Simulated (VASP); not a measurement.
A run of VASP 6.6.1:

Contents of INCAR:

```
PREC = Accurate
ENCUT = 600
EDIFF = 1E-6
ISMEAR = 1
SIGMA = 0.05
LREAL = False
LASPH = True
NELM = 80
ALGO = Normal
ISIF = 3
LWAVE = False
LCHARG = False
GGA = PS
IBRION = 2
NSW = 80
EDIFFG = -0.02
PSTRESS = 150.0
```

Contents of KPOINTS:

```
Automatic mesh
0
Gamma
  8 8 4
```

File POSCAR:

```
ZrC
1.0
    3.3914760000      0.0000000000      0.0000000000
   -1.6957380000      2.9371050000      0.0000000000
    0.0000000000      0.0000000000      5.2900530000
Zr C
2 2
Direct
    0.3333333333      0.6666666667      0.2500000000
    0.6666666667      0.3333333333      0.7500000000
    0.0000000000      0.0000000000      0.0000000000
    0.0000000000      0.0000000000      0.5000000000
```

Potentials or basis: VASP PAW PBE potentials, release 64 (Zr_sv, C).

Command:

```bash
$ cat potpaw_PBE.64/Zr_sv/POTCAR potpaw_PBE.64/C/POTCAR > POTCAR
$ mpirun -np 1 vasp_std > vasp.out
```

Hardware: 1 thread of Intel(R) Xeon(R) 6975P-C (Granite Rapids), with other jobs on the host.

**Question.** Estimate the wall time of this run.

**Answer.** Run time: 81 s on 1 thread of Intel(R) Xeon(R) 6975P-C (Granite Rapids) (shared host), peak memory 0.2 GiB. Counts: scf iterations 57, k points 30, ion steps 7.
